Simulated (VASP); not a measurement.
BaTiO3, 5 atoms in the cell. It takes space group P4mm (No. 99, tetragonal). Conventional cell: a = 3.928 Å, b = 3.928 Å, c = 3.928 Å, α = 90.00°, β = 90.00°, γ = 90.00°. Ba (site symmetry 4mm) has 12 O at 2.75 to 2.81 Å and 8 Ti at 3.37 to 3.43 Å within 3.6 Å. Ti (site symmetry 4mm) has 6 O at 1.83 to 2.10 Å within 2.4 Å. Within 2.4 Å of O (site symmetry 4mm) lie 2 Ti at 1.83 to 2.10 Å. O (site symmetry 2mm) has 2 Ti at 1.97 Å within 2.6 Å.  This cell differs from its parent crystal: atoms displaced along a vibrational mode, the cell strained.

* Program: VASP 6.6.1
* Task: single point
* Functional: PBE
* Potentials or basis: VASP PAW PBE potentials, release 64 (Ba_sv, Ti_sv, O)
* Cutoff: 520 eV
* k mesh: 8 × 8 × 8
* Occupations: gaussian, width 0.05 eV
* Spin: no spin polarisation
* Hubbard terms: Ti d U = 4.0 eV
* Dipole correction: no
* Further INCAR settings: ALGO = Normal; EDIFF = 1e-06; NBANDS = 28

Potentials or basis: VASP PAW PBE potentials, release 64 (Ba_sv, Ti_sv, O).

The run is started by

```bash
$ cat potpaw_PBE.64/Ba_sv/POTCAR potpaw_PBE.64/Ti_sv/POTCAR potpaw_PBE.64/O/POTCAR > POTCAR
$ mpirun -np 1 vasp_std > vasp.out
```

Hardware: 1 thread of Intel(R) Xeon(R) Platinum 8259CL CPU @ 2.50GHz (Skylake/Cascade Lake) (shared host).

Q: How long does it take, and how much memory?

A: Wall time 99 s on 1 thread of Intel(R) Xeon(R) Platinum 8259CL CPU @ 2.50GHz (Skylake/Cascade Lake), with other jobs on the host, peak memory 0.26 GiB. Counts: scf iterations 15, k points 75.
